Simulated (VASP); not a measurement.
# NaH (P1) in VASP: settings compared

The runs below take NaH through single point, with r2SCAN, PBE.

All numbers are computed with VASP 6.6.1; they aren't measurements. Logs are shortened: lines on timing, memory, paths and dates and some standing lists are left out, and cuts for length are marked.

### Step 1. The cell of the first run

The typed cell holds 2 atoms: a = 3.451 Å, b = 3.451 Å, c = 3.451 Å, α = 60.00°, β = 60.00°, γ = 60.00°.

### Step 2. Single point, r2SCAN

File POSCAR:

```
NaH
1.0
    0.0000000000      2.4400000000      2.4400000000
    2.4400000000      0.0000000000      2.4400000000
    2.4400000000      2.4400000000      0.0000000000
Na H
1 1
Direct
   -0.0125970000      0.0013660000      0.0060060000
    0.5005580000      0.4984190000      0.5048660000
```

File INCAR.step1:

```
SYSTEM = NaH
ALGO = Normal
EDIFF = 1E-4
ENCUT = 520
GGA = PE
ISMEAR = 1
LASPH = .TRUE.
LCHARG = .FALSE.
LREAL = .FALSE.
LWAVE = .TRUE.
NBANDS = 11
NELM = 60
PREC = Accurate
SIGMA = 0.005
```

File INCAR.step2:

```
SYSTEM = NaH
ALGO = Normal
EDIFF = 1E-6
ENCUT = 520
ISIF = 2
ISMEAR = 1
ISTART = 1
LASPH = .TRUE.
LCHARG = .FALSE.
LMIXTAU = .TRUE.
LREAL = .FALSE.
LWAVE = .FALSE.
METAGGA = R2SCAN
NBANDS = 11
NELM = 60
PREC = Accurate
SIGMA = 0.005
```

File KPOINTS:

```
k-points
0
G
  7 7 7
  0 0 0
```

Potentials or basis: VASP PAW PBE potentials, release 64 (Na_pv, H).

The run is started by

```console
> cat potpaw_PBE.64/Na_pv/POTCAR potpaw_PBE.64/H/POTCAR > POTCAR
> cp INCAR.step1 INCAR
> mpirun -np 1 vasp_std > vasp.out
> cp INCAR.step2 INCAR
> mpirun -np 1 vasp_std > vasp.out
```

OUTCAR:

```text
SYSTEM = NaH
   EDIFF = 1E-6
   ENCUT = 520
   ISIF = 2
   ISMEAR = 1
   ISTART = 1
   LASPH = .TRUE.
   LREAL = .FALSE.
   METAGGA = R2SCAN
   NELM = 60
   PREC = Accurate

 ion  position               nearest neighbor table
   1  0.987  0.001  0.006-
   2  0.501  0.498  0.505-

  LATTYP: Found a face centered cubic cell.
 ALAT       =     4.8800000000

  Lattice vectors:

 A1 = (   0.0000000000,   2.4400000000,   2.4400000000)
 A2 = (   2.4400000000,   0.0000000000,   2.4400000000)
 A3 = (   2.4400000000,   2.4400000000,   0.0000000000)

Analysis of symmetry for initial positions (statically):
=====================================================================
 Subroutine PRICEL returns:
 Original cell was already a primitive cell.

 Routine SETGRP: Setting up the symmetry group for a
 face centered cubic supercell.

 Subroutine GETGRP returns: Found  1 space group operations
 (whereof  1 operations were pure point group operations)
 out of a pool of 48 trial point group operations.

The static configuration has the point symmetry C_1 .

Analysis of symmetry for dynamics (positions and initial velocities):
=====================================================================
 Subroutine PRICEL returns:
 Original cell was already a primitive cell.

 Routine SETGRP: Setting up the symmetry group for a
 face centered cubic supercell.

 Subroutine GETGRP returns: Found  1 space group operations
 (whereof  1 operations were pure point group operations)
 out of a pool of 48 trial point group operations.

The dynamic configuration has the point symmetry C_1 .

 Subroutine INISYM returns: Found  1 space group operations
 (whereof  1 operations are pure point group operations),
 and found     1 'primitive' translations

----------------------------------------------------------------------------------------

                                     Primitive cell

  volume of cell :      29.0536

  direct lattice vectors                    reciprocal lattice vectors
     0.000000000  2.440000000  2.440000000    -0.204918033  0.204918033  0.204918033
     2.440000000  0.000000000  2.440000000     0.204918033 -0.204918033  0.204918033
     2.440000000  2.440000000  0.000000000     0.204918033  0.204918033 -0.204918033

  length of vectors
     3.450681092  3.450681092  3.450681092     0.354928444  0.354928444  0.354928444

  position of ions in fractional coordinates (direct lattice)
     0.987403000  0.001366000  0.006006000
     0.500558000  0.498419000  0.504866000

  ion indices of the primitive-cell ions
   primitive index   ion index
                 1           1
                 2           2

----------------------------------------------------------------------------------------

 KPOINTS: k-points

Automatic generation of k-mesh.
 Grid dimensions read from file:
 generate k-points for:    7    7    7

 Generating k-lattice:

  Cartesian coordinates                     Fractional coordinates (reciprocal lattice)
    -0.029274005  0.029274005  0.029274005     0.142857143  0.000000000  0.000000000
     0.029274005 -0.029274005  0.029274005     0.000000000  0.142857143  0.000000000
     0.029274005  0.029274005 -0.029274005     0.000000000  0.000000000  0.142857143

  Length of vectors
     0.050704063  0.050704063  0.050704063

  Shift w.r.t. Gamma in fractional coordinates (k-lattice)
     0.000000000  0.000000000  0.000000000

 Subroutine IBZKPT returns following result:
 ===========================================

 Found    172 irreducible k-points:

 Following reciprocal coordinates:
            Coordinates               Weight
  0.000000  0.000000  0.000000      1.000000
  0.142857  0.000000  0.000000      2.000000
  0.000000  0.142857  0.000000      2.000000
  0.000000  0.000000  0.142857      2.000000
  0.142857  0.142857  0.142857      2.000000
  0.285714  0.000000  0.000000      2.000000
[... 16 lines left out ...]
  0.142857 -0.142857 -0.142857      2.000000
  0.285714  0.285714  0.142857      2.000000
 [... further k-points ...]
   k-points           NKPTS =    172   k-points in BZ     NKDIM =    172   number of bands    NBANDS=     11
   number of dos      NEDOS =    301   number of ions     NIONS =      2
   total plane-waves  NPLWV =  21952
   dimension x,y,z NGX =    28 NGY =   28 NGZ =   28
   dimension x,y,z NGXF=    56 NGYF=   56 NGZF=   56
   ions per type =               1   1
   NGX,Y,Z   is equivalent  to a cutoff of  13.49, 13.49, 13.49 a.u.
   NGXF,Y,Z  is equivalent  to a cutoff of  26.98, 26.98, 26.98 a.u.
 SYSTEM =  NaH
   PREC   = accura    normal or accurate (medium, high low for compatibility)
   ISTART =      1    job   : 0-new  1-cont  2-samecut
   ICHARG =      0    charge: 1-file 2-atom 10-const
   ISPIN  =      1    spin polarized calculation?
   LNONCOLLINEAR =      F non collinear calculations
   LSORBIT =      F    spin-orbit coupling
   LASPH  =      T    aspherical Exc in radial PAW
   ENCUT  =  520.0 eV  38.22 Ry    6.18 a.u.   6.42  6.42  6.42*2*pi/ulx,y,z
   NELM   =     60;   NELMIN=  2; NELMDL=  0     # of ELM steps
   EDIFF  = 0.1E-05   stopping-criterion for ELM
   LREAL  =      F    real-space projection
   EDIFFG = 0.1E-04   stopping-criterion for IOM
   NSW    =      0    number of steps for IOM
   IBRION =     -1    ionic relax: 0-MD 1-quasi-New 2-CG
   NFREE  =      0    steps in history (QN), initial steepest desc. (CG)
   ISIF   =      2    stress and relaxation
   ISYM   =      2    0-nonsym 1-usesym 2-fastsym
   POTIM  = 0.5000    time-step for ionic-motion
   TEBEG  =    0.0;   TEEND  =   0.0 temperature during run
   PSTRESS=    0.0 pullay stress
   NELECT =       8.0000    total number of electrons
   NUPDOWN=      -1.0000    fix difference up-down
   EMIN   =  10.00;   EMAX   =-10.00  energy-range for DOS
   EFERMI =   0.00;   METHOD = LEGACY
   ISMEAR =     1;   SIGMA  =   0.01  broadening in eV -4-tet -1-fermi 0-gaus
   EFERMI_NEDOS =   21; number of points for ismear=-14 and -15
   IALGO  =     38    algorithm
   IMIX   =      4    mixing-type and parameters
     AMIX     =   0.40;   BMIX     =  1.00
     AMIX_MAG =   1.60;   BMIX_MAG =  1.00
  volume/ion in A,a.u.               =      14.53        98.03
  Fermi-wavevector in a.u.,A,eV,Ry     =   1.065054  2.012660 15.433636  1.134340
  Thomas-Fermi vector in A             =   2.200593
   LORBIT       =      0    0 simple, 1 ext, 2 COOP (PROOUT), +10 PAW based schemes
   METAGGA = R2SCAN    functional components
   LHFCALC =     F    Hartree Fock is set to
   AEXX    =    0.0000 exact exchange contribution
   IVDW    =     0    specifies the selected vdW correction
   LEPSILON=     F    determine dielectric tensor
   LRPA    =     F    only Hartree local field effects (RPA)
 non-spin polarized calculation
 Methfessel and Paxton  Order N= 1 SIGMA  =   0.01
  energy-cutoff  :      520.00
  volume of cell :       29.05
 maximum number of plane-waves:       801
 NGX is ok and might be reduce to    28
   NGX = 13   NGY = 13   NGZ = 13

 number of electron       7.9999999 magnetization

 Free energy of the ion-electron system (eV)
  ---------------------------------------------------
  ext. energy  EPLUGINS =         0.00000000
  ---------------------------------------------------
  free energy    TOTEN  =        -7.59439666 eV

  energy without entropy =       -7.59439666  energy(sigma->0) =       -7.59439666

 E-fermi :  -1.4910     XC(G=0):  -8.0310

 val. band max:       -1.6206403265   @ k =  -0.2857   0.4286   0.2857
 cond. band min:       3.1582316186   @ k =   0.4286   0.0000   0.0000
 fundamental gap:      4.7788719451
 Fermi energy:        -1.4909769725

 k-point     1 :       0.0000    0.0000    0.0000
  band No.  band energies     occupation
      1     -24.4955      2.00000
      2     -24.4951      2.00000
      3     -24.4949      2.00000
      4      -5.0116      2.00000
      5       9.6289      0.00000
      6      14.5794      0.00000
      7      14.5835      0.00000
      8      14.5895      0.00000
      9      15.4422      0.00000
     10      15.4493      0.00000
     11      15.4596      0.00000

 k-point     2 :       0.1429    0.0000    0.0000
  band No.  band energies     occupation
      1     -24.5104      2.00000
      2     -24.4971      2.00000
      3     -24.4967      2.00000
      4      -4.6688      2.00000
      5       8.3607      0.00000
      6      11.7626      0.00000
      7      13.6112      0.00000
      8      13.6127      0.00000
      9      16.5128      0.00000
     10      16.5138      0.00000
     11      16.9090      0.00000

 k-point     3 :       0.0000    0.1429    0.0000
  band No.  band energies     occupation
      1     -24.5102      2.00000
      2     -24.4972      2.00000
      3     -24.4968      2.00000
      4      -4.6688      2.00000
      5       8.3612      0.00000
      6      11.7608      0.00000
      7      13.6118      0.00000
      8      13.6154      0.00000
      9      16.5023      0.00000
     10      16.5138      0.00000
     11      16.9169      0.00000

 k-point     4 :       0.0000    0.0000    0.1429
  band No.  band energies     occupation
      1     -24.5103      2.00000
      2     -24.4972      2.00000
      3     -24.4968      2.00000
      4      -4.6688      2.00000
      5       8.3611      0.00000
      6      11.7609      0.00000
      7      13.6115      0.00000
      8      13.6157      0.00000
      9      16.5017      0.00000
     10      16.5136      0.00000
     11      16.9176      0.00000
[... 239 lines left out ...]
 k-point    22 :       0.1429    0.2857    0.0000
  band No.  band energies     occupation
      1     -24.5343      2.00000
      2     -24.5054      2.00000
      3     -24.5042      2.00000
      4      -3.8198      2.00000
      5       6.3698      0.00000
      6       9.6006      0.00000
      7      11.4969      0.00000
      8      13.5963      0.00000
      9      14.9116      0.00000
     10      17.5969      0.00000
     11      18.9761      0.00000

 k-point    23 :       0.1429   -0.1429   -0.1429
  band No.  band energies     occupation
      1     -24.5344      2.00000
      2     -24.5050      2.00000
      3     -24.5045      2.00000
      4      -3.8197      2.00000
      5       6.3686      0.00000
      6       9.6019      0.00000
      7      11.4967      0.00000
      8      13.5979      0.00000
      9      14.9106      0.00000
     10      17.5969      0.00000
     11      18.9754      0.00000

 k-point    24 :       0.2857    0.2857    0.1429
  band No.  band energies     occupation
      1     -24.5346      2.00000
      2     -24.5051      2.00000
      3     -24.5041      2.00000
      4      -3.8197      2.00000
      5       6.3688      0.00000
      6       9.6018      0.00000
      7      11.4965      0.00000
      8      13.5977      0.00000
      9      14.9094      0.00000
     10      17.5979      0.00000
     11      18.9785      0.00000

 [... further k-points ...]

------------------------ aborting loop because EDIFF is reached ----------------------------------------

  FORCE on cell =-STRESS in cart. coord.  units (eV):
  Direction    XX          YY          ZZ          XY          YZ          ZX
  --------------------------------------------------------------------------------------
  -------------------------------------------------------------------------------------
  Total       -0.2350590     -0.2352683     -0.2326170     -0.0000279      0.0007519      0.0008357
  in kB      -12.9624742    -12.9740184    -12.8278107     -0.0015399      0.0414614      0.0460866
  external PRESSURE =     -12.9214344 kB  Pullay stress =       0.0000000 kB

 VOLUME and BASIS-vectors are now :
 -----------------------------------------------------------------------------
  energy-cutoff  :      520.00
  volume of cell :       29.05
      direct lattice vectors                 reciprocal lattice vectors
     0.000000000  2.440000000  2.440000000    -0.204918033  0.204918033  0.204918033
     2.440000000  0.000000000  2.440000000     0.204918033 -0.204918033  0.204918033
     2.440000000  2.440000000  0.000000000     0.204918033  0.204918033 -0.204918033

 POSITION                                       TOTAL-FORCE (eV/Angst)
 -----------------------------------------------------------------------------------
      0.01799      2.42392      2.41260        -0.007962      0.025738      0.020861
      2.44802      2.45323      2.43750         0.007962     -0.025738     -0.020861
 -----------------------------------------------------------------------------------
    total drift:                                0.001236      0.000783     -0.001156

  FREE ENERGIE OF THE ION-ELECTRON SYSTEM (eV)
  ---------------------------------------------------
  free  energy   TOTEN  =        -7.5943966579 eV

  energy  without entropy=       -7.5943966579  energy(sigma->0) =       -7.59439666
```

Run time: 2.7 min. Hardware: 1 thread of Intel Xeon Platinum 8259CL at 2.50GHz (Skylake/Cascade Lake), shared host; peak memory 0.19 GiB.

Results:

```
Free energy            : -7.5944 eV
Pressure               : -1.3 GPa
Largest force          : 0.034 eV/Å
Band gap on the k mesh : 4.78 eV, indirect (least direct gap 5.38 eV)
```

Forces on the atoms (eV/Å):
```
Na  -0.008  0.026  0.021
H    0.008 -0.026 -0.021
```

Levels at points of the mesh, in eV from the valence-band top:
| k point | band 1 | band 2 | band 3 | band 4 | band 5 | band 6 | band 7 | band 8 | band 9 |
| --- | --- | --- | --- | --- | --- | --- | --- | --- | --- |
| (0.00, 0.00, 0.00) | -22.87 | -22.87 | -22.87 | -3.39 | 11.25 | 16.20 | 16.20 | 16.21 | 17.06 |

Caveat: the PAW data sets were made with another functional, which shifts forces and pressure a little. r2SCAN opens gaps a little over a GGA but as a rule still falls short of measured ones.

(Continued in part 2 of 2.)
